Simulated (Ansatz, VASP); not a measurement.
## Rh in VASP and in Ansatz

```xyz
1
Lattice="0.0000 1.8789 1.8789 1.8789 0.0000 1.8789 1.8789 1.8789 0.0000" Properties=species:S:1:pos:R:3 pbc="T T T"
Rh    0.0000    0.0000    0.0000
```

Alike in both runs: functional LDA; k mesh 20 × 20 × 20; occupations fermi-dirac, width 0.15 eV; no spin polarisation.

Ansatz relaxed the structure, and its values are those at the end. VASP's run is a single point on that final structure, the one shown.

|  | VASP | Ansatz |
| --- | --- | --- |
| version | VASP 6.6.1 | Ansatz 0.2.0 |
| potentials or method | VASP PAW LDA potentials, release 64 (Rh_pv), cutoff 520 eV | scalar-relativistic, plane waves, PAW |
| valence electrons in the cell | 15 | 17 |

```csv
,VASP,Ansatz,Ansatz less VASP
gap on the k mesh at the Fermi level (eV),none,none,-
pressure (GPa),0.8,0.0,-0.82
```

Ansatz warns that its potentials were made for another functional, while VASP's fit it. LDA's correlation is that of Perdew and Zunger in VASP and of Perdew and Wang (1992) in Ansatz. A gap of «none» marks a metal or a gap that the smearing closes. VASP's potentials hold 15 valence electrons a cell and Ansatz's 17, so a difference there can come from the potentials and not from the codes.
